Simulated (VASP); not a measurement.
A run of VASP 6.6.1 is set up as follows.

The input INCAR:

```
SYSTEM = Se
ALGO     = Normal         ! electronic algorithm
EDIFF    = 1E-7           ! SCF threshold, eV
ENCUT    = 520            ! plane-wave cutoff, eV
GGA      = PS             ! functional
ISIF     = 2              ! what is computed and relaxed
ISMEAR   = -1             ! smearing method
LASPH    = .True.         ! aspherical terms in the spheres
LCHARG   = .False.        ! write CHGCAR
LREAL    = .False.        ! projectors in reciprocal space
LWAVE    = .False.        ! write WAVECAR
NBANDS   = 20             ! bands
NELM     = 80             ! most SCF steps
PREC     = Accurate       ! precision mode
SIGMA    = 0.1            ! smearing width, eV
```

File KPOINTS:

```
k-points
0
Gamma
  11 11 5
  0 0 0
```

File POSCAR:

```
Se
1.0
    3.6968602185      0.0000000000      0.0000000000
   -1.8484301093      3.2015748635      0.0000000000
    0.0000000000      0.0000000000      7.2501044030
Se
4
Direct
    1.0000000000      0.0000000000      0.0000000000
    1.0000000000      0.0000000000      0.5000000000
    0.3333333333      0.6666666667      0.2500000000
    0.6666666667      0.3333333333      0.7500000000
```

Potentials or basis: VASP PAW PBE potentials, release 64 (Se).

Command:

```console
$ cat potpaw_PBE.64/Se/POTCAR > POTCAR
$ mpirun -np 1 vasp_std > vasp.out
```

**Question.** Predict the band gap on the k mesh.

**Answer.** Zero (band 12 reaches 5.65 eV, above the bottom of band 13 at 3.54 eV).

**Question.** Estimate the pressure.

**Answer.** 0.2 GPa.

Stress tensor (GPa, compression positive):
```
-0.05  0.00  0.00
 0.00 -0.05  0.00
 0.00  0.00  0.78
```

Caveat: the PAW data sets were made with another functional, which shifts forces and pressure a little.
